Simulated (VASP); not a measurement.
# NbC (Fm-3m) in VASP: single point with PBE

Aim: the single point of NbC with PBE.

All numbers are computed with VASP 6.6.1; they aren't measurements. Logs are shortened: lines on timing, memory, paths and dates and some standing lists are left out, and cuts for length are marked.

## Step 1: The cell of the first run

It takes space group Fm-3m (No. 225, cubic). Conventional cell: a = 4.490 Å, b = 4.490 Å, c = 4.490 Å, α = 90.00°, β = 90.00°, γ = 90.00°. Nb (site symmetry m-3m) has 6 C at 2.25 Å within 3.0 Å. Within 3.0 Å of C (site symmetry m-3m) lie 6 Nb at 2.25 Å.

## Step 2: Single point, PBE

The input, INCAR:

```
SYSTEM = NbC
PREC = Accurate
ENCUT = 600
EDIFF = 1E-6
ISMEAR = -1
SIGMA = 0.1
LREAL = .False.
LASPH = .True.
NELM = 120
ALGO = Normal
ISIF = 2
LWAVE = .False.
LCHARG = .False.
GGA = PE
NBANDS = 25
GGA_COMPAT = .False.
```

The input, KPOINTS:

```
Automatic mesh
0
Gamma
  4 8 8
  0 0 0
```

The input, POSCAR:

```
NbC
1.0
    0.0000000000      4.4900000000      4.4900000000
    2.2450000000     -2.2450000000      0.0000000000
    2.2450000000      0.0000000000     -2.2450000000
Nb C
2 2
Direct
   -0.7500000000     -0.5000000000     -0.5000000000
   -0.2500000000     -0.5000000000     -0.5000000000
    0.0000000000      0.0000000000      0.0000000000
    0.5000000000      0.0000000000      0.0000000000
```

Potentials or basis: VASP PAW PBE potentials, release 64 (Nb_sv, C).

Run with:

```bash
cat potpaw_PBE.64/Nb_sv/POTCAR potpaw_PBE.64/C/POTCAR > POTCAR
mpirun -np 1 vasp_std > vasp.out
```

OUTCAR:

```text
SYSTEM = NbC
   PREC = Accurate
   ENCUT = 600
   EDIFF = 1E-6
   ISMEAR = -1
   LREAL = .False.
   LASPH = .True.
   NELM = 120
   ISIF = 2
   GGA = PE

 ion  position               nearest neighbor table
   1  0.250  0.500  0.500-   4 2.25   3 2.25   4 2.25   3 2.25   4 2.25   3 2.25
   2  0.750  0.500  0.500-   3 2.25   3 2.25   4 2.25   3 2.25   4 2.25   4 2.25
   3  0.000  0.000  0.000-   1 2.25   1 2.25   2 2.25   1 2.25   2 2.25   2 2.25
   4  0.500  0.000  0.000-   2 2.25   1 2.25   2 2.25   1 2.25   2 2.25   1 2.25

  LATTYP: Found a trigonal (rhomboedric) cell.
 ALAT       =     5.4991044725
 COS(alpha) =     0.8333333333

  Lattice vectors:

 A1 = (   4.4900000000,   2.2450000000,   2.2450000000)
 A2 = (   2.2450000000,   4.4900000000,   2.2450000000)
 A3 = (   2.2450000000,   2.2450000000,   4.4900000000)

Analysis of symmetry for initial positions (statically):
=====================================================================
 Subroutine PRICEL returns following result:

  LATTYP: Found a face centered cubic cell.
 ALAT       =     4.4900000000

  Lattice vectors:

 A1 = (   0.0000000000,  -2.2450000000,  -2.2450000000)
 A2 = (   2.2450000000,   0.0000000000,  -2.2450000000)
 A3 = (   2.2450000000,  -2.2450000000,   0.0000000000)

   2 primitive cells build up your supercell.

 Routine SETGRP: Setting up the symmetry group for a
 trigonal (rhombohedral) supercell.

 Subroutine GETGRP returns: Found 12 space group operations
 (whereof 12 operations were pure point group operations)
 out of a pool of 12 trial point group operations.

The static configuration has the point symmetry D_3d.

Analysis of symmetry for dynamics (positions and initial velocities):
=====================================================================
 Subroutine PRICEL returns following result:

  LATTYP: Found a face centered cubic cell.
 ALAT       =     4.4900000000

  Lattice vectors:

 A1 = (   0.0000000000,  -2.2450000000,  -2.2450000000)
 A2 = (   2.2450000000,   0.0000000000,  -2.2450000000)
 A3 = (   2.2450000000,  -2.2450000000,   0.0000000000)

   2 primitive cells build up your supercell.

 Routine SETGRP: Setting up the symmetry group for a
 trigonal (rhombohedral) supercell.

 Subroutine GETGRP returns: Found 12 space group operations
 (whereof 12 operations were pure point group operations)
 out of a pool of 12 trial point group operations.

The dynamic configuration has the point symmetry D_3d.

 Subroutine INISYM returns: Found 12 space group operations
 (whereof 12 operations are pure point group operations),
 and found     2 'primitive' translations

----------------------------------------------------------------------------------------

                                     Primitive cell

  volume of cell :      22.6297

  direct lattice vectors                    reciprocal lattice vectors
     0.000000000 -2.245000000 -2.245000000    -0.222717149 -0.222717149 -0.222717149
     2.245000000  0.000000000 -2.245000000     0.222717149  0.222717149 -0.222717149
     2.245000000 -2.245000000  0.000000000     0.222717149 -0.222717149  0.222717149

  length of vectors
     3.174909448  3.174909448  3.174909448     0.385757418  0.385757418  0.385757418

  position of ions in fractional coordinates (direct lattice)
     0.500000000  0.500000000  0.500000000
     0.000000000  0.000000000  0.000000000

  ion indices of the primitive-cell ions
   primitive index   ion index
                 1           1
                 2           3

----------------------------------------------------------------------------------------

 KPOINTS: Automatic mesh

Automatic generation of k-mesh.
 Grid dimensions read from file:
 generate k-points for:    4    8    8

 Generating k-lattice:

  Cartesian coordinates                     Fractional coordinates (reciprocal lattice)
     0.027839644  0.027839644  0.027839644     0.250000000  0.000000000  0.000000000
     0.027839644 -0.027839644  0.027839644     0.000000000  0.125000000  0.000000000
     0.027839644  0.027839644 -0.027839644     0.000000000  0.000000000  0.125000000

  Length of vectors
     0.048219677  0.048219677  0.048219677

  Shift w.r.t. Gamma in fractional coordinates (k-lattice)
     0.000000000  0.000000000  0.000000000

 -----------------------------------------------------------------------------
|                                                                             |
|           W    W    AA    RRRRR   N    N  II  N    N   GGGG   !!!           |
|           W    W   A  A   R    R  NN   N  II  NN   N  G    G  !!!           |
|           W    W  A    A  R    R  N N  N  II  N N  N  G       !!!           |
|           W WW W  AAAAAA  RRRRR   N  N N  II  N  N N  G  GGG   !            |
|           WW  WW  A    A  R   R   N   NN  II  N   NN  G    G                |
|           W    W  A    A  R    R  N    N  II  N    N   GGGG   !!!           |
|                                                                             |
|     Your reciprocal lattice and k-lattice belong to different lattice       |
|     classes:                                                                |
|                                                                             |
|        The reciprocal lattice is rhombohedral (trigonal),                   |
|        whereas your k-lattice is body-centered cubic.                       |
|                                                                             |
|     Results are often still useful ...                                      |
|                                                                             |
 -----------------------------------------------------------------------------

 Subroutine IBZKPT returns following result:
 ===========================================

 Found     35 irreducible k-points:

 Following reciprocal coordinates:
            Coordinates               Weight
  0.000000  0.000000  0.000000      1.000000
  0.250000  0.000000  0.000000      2.000000
  0.500000  0.000000  0.000000      1.000000
  0.000000  0.125000  0.000000      6.000000
  0.250000  0.125000  0.000000      6.000000
  0.500000  0.125000  0.000000      6.000000
[... 16 lines left out ...]
  0.250000  0.375000  0.125000     12.000000
  0.500000  0.375000  0.125000     12.000000
 [... further k-points ...]
   k-points           NKPTS =     35   k-points in BZ     NKDIM =     35   number of bands    NBANDS=     25
   number of dos      NEDOS =    301   number of ions     NIONS =      4
   total plane-waves  NPLWV =  42336
   dimension x,y,z NGX =    54 NGY =   28 NGZ =   28
   dimension x,y,z NGXF=   108 NGYF=   56 NGZF=   56
   ions per type =               2   2
   NGX,Y,Z   is equivalent  to a cutoff of  14.14, 14.66, 14.66 a.u.
   NGXF,Y,Z  is equivalent  to a cutoff of  28.28, 29.32, 29.32 a.u.
 SYSTEM =  NbC
   PREC   = accura    normal or accurate (medium, high low for compatibility)
   ISTART =      0    job   : 0-new  1-cont  2-samecut
   ICHARG =      2    charge: 1-file 2-atom 10-const
   ISPIN  =      1    spin polarized calculation?
   LNONCOLLINEAR =      F non collinear calculations
   LSORBIT =      F    spin-orbit coupling
   LASPH  =      T    aspherical Exc in radial PAW
   ENCUT  =  600.0 eV  44.10 Ry    6.64 a.u.  12.68  6.34  6.34*2*pi/ulx,y,z
   NELM   =    120;   NELMIN=  2; NELMDL= -5     # of ELM steps
   EDIFF  = 0.1E-05   stopping-criterion for ELM
   LREAL  =      F    real-space projection
[... 7 lines left out ...]
   TEBEG  =    0.0;   TEEND  =   0.0 temperature during run
   PSTRESS=    0.0 pullay stress
   NELECT =      34.0000    total number of electrons
   NUPDOWN=      -1.0000    fix difference up-down
   EMIN   =  10.00;   EMAX   =-10.00  energy-range for DOS
   EFERMI =   0.00;   METHOD = LEGACY
   ISMEAR =    -1;   SIGMA  =   0.10  broadening in eV -4-tet -1-fermi 0-gaus
   EFERMI_NEDOS =   21; number of points for ismear=-14 and -15
   IALGO  =     38    algorithm
   IMIX   =      4    mixing-type and parameters
     AMIX     =   0.40;   BMIX     =  1.00
     AMIX_MAG =   1.60;   BMIX_MAG =  1.00
  volume/ion in A,a.u.               =      11.31        76.36
  Fermi-wavevector in a.u.,A,eV,Ry     =   1.488212  2.812313 30.133842  2.214775
  Thomas-Fermi vector in A             =   2.601275
   LORBIT       =      0    0 simple, 1 ext, 2 COOP (PROOUT), +10 PAW based schemes
   GGA     = PE    functional components
   LHFCALC =     F    Hartree Fock is set to
   AEXX    =    0.0000 exact exchange contribution
   IVDW    =     0    specifies the selected vdW correction
   LEPSILON=     F    determine dielectric tensor
   LRPA    =     F    only Hartree local field effects (RPA)
 non-spin polarized calculation
  energy-cutoff  :      600.00
  volume of cell :       45.26
 maximum number of plane-waves:      1534
 NGX is ok and might be reduce to    54
   NGX = 25   NGY = 13   NGZ = 13

 number of electron      34.0000001 magnetization

 Free energy of the ion-electron system (eV)
  ---------------------------------------------------
  ext. energy  EPLUGINS =         0.00000000
  ---------------------------------------------------
  free energy    TOTEN  =       -41.10331907 eV

  energy without entropy =      -41.05303295  energy(sigma->0) =      -41.07817601

 E-fermi :  12.4419     XC(G=0): -13.0150

 val. band max:       12.2602398530   @ k =   0.0000   0.3750   0.1250
 cond. band min:      12.5483311243   @ k =  -0.2500   0.3750   0.1250
 fundamental gap:      0.2880912713
 Fermi energy:        12.4419068145

 k-point     1 :       0.0000    0.0000    0.0000
  band No.  band energies     occupation
      1     -43.4146      2.00000
      2     -43.3144      2.00000
      3     -19.9297      2.00000
      4     -19.2090      2.00000
      5     -19.2090      2.00000
      6     -19.1302      2.00000
[... 17 lines left out ...]
     24      15.8674      0.00000
     25      18.1233      0.00000

 k-point     2 :       0.2500    0.0000    0.0000
  band No.  band energies     occupation
      1     -43.4000      2.00000
      2     -43.3292      2.00000
      3     -19.8186      2.00000
      4     -19.2538      2.00000
      5     -19.1976      2.00000
      6     -19.1976      2.00000
[... 17 lines left out ...]
     24      14.9241      0.00000
     25      19.8729      0.00000
[... 586 lines left out ...]
     24      17.3546      0.00000
     25      18.8959      0.00000

 k-point    24 :       0.5000    0.3750    0.1250
  band No.  band energies     occupation
      1     -43.3383      2.00000
      2     -43.2909      2.00000
      3     -19.6876      2.00000
      4     -19.5984      2.00000
      5     -19.5691      2.00000
      6     -19.3200      2.00000
[... 17 lines left out ...]
     24      17.2681      0.00000
     25      19.1526      0.00000

 [... further k-points ...]
[... 5 lines left out ...]
  --------------------------------------------------------------------------------------
  -------------------------------------------------------------------------------------
  Total       -0.4099662     -0.4099662     -0.4099662      0.0000259      0.0000259      0.0000259
  in kB      -14.5127464    -14.5127464    -14.5127464      0.0009171      0.0009171      0.0009171
  external PRESSURE =     -14.5127464 kB  Pullay stress =       0.0000000 kB

 VOLUME and BASIS-vectors are now :
 -----------------------------------------------------------------------------
  energy-cutoff  :      600.00
  volume of cell :       45.26
      direct lattice vectors                 reciprocal lattice vectors
     0.000000000  4.490000000  4.490000000     0.111358575  0.111358575  0.111358575
     2.245000000 -2.245000000  0.000000000     0.222717149 -0.222717149  0.222717149
     2.245000000  0.000000000 -2.245000000     0.222717149  0.222717149 -0.222717149

 POSITION                                       TOTAL-FORCE (eV/Angst)
 -----------------------------------------------------------------------------------
      2.24500      0.00000      0.00000         0.000000      0.000000      0.000000
      2.24500      2.24500      2.24500        -0.000000     -0.000000     -0.000000
      0.00000      0.00000      0.00000         0.000000      0.000000      0.000000
      0.00000      2.24500      2.24500         0.000000      0.000000      0.000000
 -----------------------------------------------------------------------------------
    total drift:                               -0.000000      0.000000      0.000000

  FREE ENERGIE OF THE ION-ELECTRON SYSTEM (eV)
  ---------------------------------------------------
  free  energy   TOTEN  =       -41.1033190747 eV

  energy  without entropy=      -41.0530329458  energy(sigma->0) =      -41.07817601
```

Run time: 87 s. Hardware: 1 thread of Intel Xeon 8259CL, shared host; peak memory 0.18 GiB.

Results:

| Item | Value |
| --- | --- |
| Free energy | -41.1033 eV |
| Pressure | -1.5 GPa |
| Band gap on the k mesh | zero (bands 17 and 18 overlap by 1.97 eV) |

The gap in the log of VASP goes by the Fermi energy; the results here count the filled bands.